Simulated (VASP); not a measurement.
Se, 2 atoms in the cell. It takes space group Fd-3m (No. 227, cubic). The conventional cell has a = 6.070 Å, b = 6.070 Å, c = 6.070 Å, α = 90.00°, β = 90.00°, γ = 90.00°. Se (site symmetry -43m) has 4 Se at 2.63 Å within 3.5 Å. This isn't the form of Se at room conditions, which is trigonal, of chains.

```yaml
Program: VASP 6.6.1
Task: single point
Functional: PBE
Potentials_or_basis: VASP PAW PBE potentials, release 64 (Se)
Cutoff: 520 eV
k_mesh: 10 × 10 × 10
Occupations: fermi-dirac, width 0.1 eV
Spin: no spin polarisation
Dipole_correction: no
Further_INCAR_settings: ALGO = Normal; EDIFF = 1e-07; NBANDS = 13
```

Potentials or basis: VASP PAW PBE potentials, release 64 (Se).

Command:

```bash
$ cat potpaw_PBE.64/Se/POTCAR > POTCAR
$ mpirun -np 1 vasp_std > vasp.out
```

Hardware: 1 thread of Intel Xeon 8259CL, with other jobs on the host.

**Question.** Estimate the wall time of this run.

**Answer.** Run time: 41 s on 1 thread of Intel Xeon 8259CL, with other jobs on the host, peak memory 0.18 GiB. Counts: scf iterations 12, k points 47.
